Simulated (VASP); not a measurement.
Runs of VASP 6.6.1 on CdO. The structure is that of space group Fm-3m (No. 225), or close to it. The cells are those of the table. 

```csv
task,cell,cutoff (eV),gap on the mesh (eV),pressure (GPa)
electric field gradients,"a = 3.264 Å, angles 60.0°, 2 atoms",520,none,(b)
electric field gradients,"a = 3.293 Å, angles 60.0°, 2 atoms",520,none,12.2
electric field gradients,"a = 3.321 Å, angles 60.0°, 2 atoms",520,none,(a)
single point,"a = 3.375 Å, angles 60.0°, 2 atoms",600,none,0.5
single point,"a = 3.264 Å, angles 60.0°, 2 atoms",600,none,17.0
```

Alike in all rows: level PBE; potentials or basis VASP PAW PBE potentials, release 64 (Cd, O); no spin polarisation; k mesh 11 × 11 × 11; smearing fermi-dirac 0.02 eV.

Question: Fill in the values left out.

Answer: (a) 7.9; (b) 17.3.

Caveats: semilocal functionals underestimate gaps, so a narrow gap can read as zero; the cell stands under pressure (at least some runs).

A k mesh can miss the band edges, and the runs leave out spin-orbit coupling on Cd.

A gap of «none» marks levels without a gap at the run's occupations.
